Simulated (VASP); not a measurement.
Input of a VASP 6.6.1 run:

INCAR

```
PREC = Accurate
ENCUT = 520
EDIFF = 1E-6
ISMEAR = 0
SIGMA = 0.05
LREAL = F
LASPH = T
NELM = 100
ALGO = Normal
ISIF = 2
LWAVE = F
LCHARG = F
GGA = PE
NBANDS = 16
```

Contents of KPOINTS:

```
Automatic mesh
0
Gamma
  10 10 10
```

Contents of POSCAR:

```
ZnS
1.0
   -0.2855210271      2.5696892437      2.5696892437
    2.5696892437     -0.2855210271      2.5696892437
    2.5696892437      2.5696892437     -0.2855210271
Zn S
1 1
Direct
    0.0000000000      0.0000000000      0.0000000000
    0.7500000000      0.7500000000      0.7500000000
```

Potentials or basis: VASP PAW PBE potentials, release 64 (Zn, S).

Run with:

```console
$ cat potpaw_PBE.64/Zn/POTCAR potpaw_PBE.64/S/POTCAR > POTCAR
$ mpirun -np 1 vasp_std > vasp.out
```

Problem. Estimate the largest force.

Solution. 2.003 eV/Å.

Problem. Predict the band gap on the k mesh.

Solution. 1.73 eV, direct.

Problem. Estimate the pressure.

Solution. 5.2 GPa.

Forces on the atoms (eV/Å):
```
Zn   1.156  1.156  1.156
S   -1.156 -1.156 -1.156
```

Caveat: forces of over 1 eV/Å act on the atoms, so gaps and moduli don't describe the material at rest.
